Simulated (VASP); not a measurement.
Set up this calculation in VASP 6.6.1, as the native input.

```yaml
Task: single point
Functional: PBE
Potentials_or_basis: VASP PAW PBE potentials, release 64 (Hf_pv, N)
Cutoff: 520 eV
k_mesh: 18 × 18 × 18
Occupations: gaussian, width 0.15 eV
Spin: no spin polarisation
Dipole_correction: no
Further_INCAR_settings: ALGO = Normal; EDIFF = 1e-06; NBANDS = 14
```

The structure of HfN lies in POSCAR:

```
HfN
1.0
    0.0000000000      2.2025250000      2.3719500000
    2.2025250000      0.0000000000      2.3719500000
    2.2025250000      2.2025250000      0.0000000000
Hf N
1 1
Direct
    0.0000000000      0.0000000000      0.0000000000
    0.5000000000      0.5000000000      0.5000000000
```

This cell differs from its parent crystal: strain -0.025 along x and y, +0.050 along z.

One way to write it, as run:

INCAR

```
SYSTEM = HfN
  PREC = Accurate
  ENCUT = 520
  EDIFF = 1E-6
  ISMEAR = 0
  SIGMA = 0.15
  LREAL = .FALSE.
  LASPH = .TRUE.
  NELM = 60
  ALGO = Normal
  ISIF = 2
  LWAVE = .FALSE.
  LCHARG = .TRUE.
  GGA = PE
  LELF = .TRUE.
  LVHAR = .TRUE.
  NBANDS = 14
```

KPOINTS

```
regular mesh
0
G
  18 18 18
  0 0 0
```

Potentials or basis: VASP PAW PBE potentials, release 64 (Hf_pv, N).

Run with:

```console
$ cat potpaw_PBE.64/Hf_pv/POTCAR potpaw_PBE.64/N/POTCAR > POTCAR
$ mpirun -np 1 vasp_std > vasp.out
```

It gave:

| Quantity | Value |
| --- | --- |
| Pressure | 7.0 GPa |

Caveat: the cell differs from its parent crystal (strain -0.025 along x and y, +0.050 along z).

It took 41 s on 1 thread of Intel(R) Xeon(R) 6975P-C (Granite Rapids) (shared host), peak memory 0.27 GiB.
